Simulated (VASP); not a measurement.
Write the native input for VASP 6.6.1 that does the following.

| Quantity | Value |
| --- | --- |
| Task | single point |
| Functional | PBE |
| Potentials or basis | VASP PAW PBE potentials, release 64 (P) |
| Cutoff | 520 eV |
| k mesh | 6 × 6 × 6 |
| Occupations | gaussian, width 0.1 eV |
| Spin | no spin polarisation |
| Dipole correction | no |
| Further INCAR settings | ALGO = Normal; EDIFF = 1e-06; NBANDS = 20 |

The structure of P lies in POSCAR:

```
P
1.0
    3.1810376052      1.8365729156      2.5484963846
   -3.1810376052      1.8365729156      2.5484963846
    0.0000000000     -3.6731458373      2.5484963801
P
5
Direct
    0.3567481983      0.3567481983      0.3567481983
    0.6432518017      0.6432518017      0.6432518017
    0.7110578913      0.2889421087      0.0000000000
    0.0000000000      0.7110578913      0.2889421087
    0.2889421087      0.0000000000      0.7110578913
```

These files were run (other wordings do the same):

INCAR

```
SYSTEM = P
PREC = Accurate
ENCUT = 520
EDIFF = 1E-6
ISMEAR = 0
SIGMA = 0.1
LREAL = .FALSE.
LASPH = .TRUE.
NELM = 100
ALGO = Normal
ISIF = 2
LWAVE = .FALSE.
LCHARG = .FALSE.
GGA = PE
NBANDS = 20
```

KPOINTS

```
regular mesh
0
G
  6 6 6
  0 0 0
```

Potentials or basis: VASP PAW PBE potentials, release 64 (P).

Run with:

```bash
$ cat potpaw_PBE.64/P/POTCAR > POTCAR
$ mpirun -np 1 vasp_std > vasp.out
```

It gave:

| Item | Value |
| --- | --- |
| Pressure | -0.2 GPa |
| Largest force | 0.039 eV/Å |

It took 17 s on 1 thread of Intel(R) Xeon(R) Platinum 8481C CPU @ 2.70GHz (Sapphire Rapids), on a shared host, peak memory 0.2 GiB.
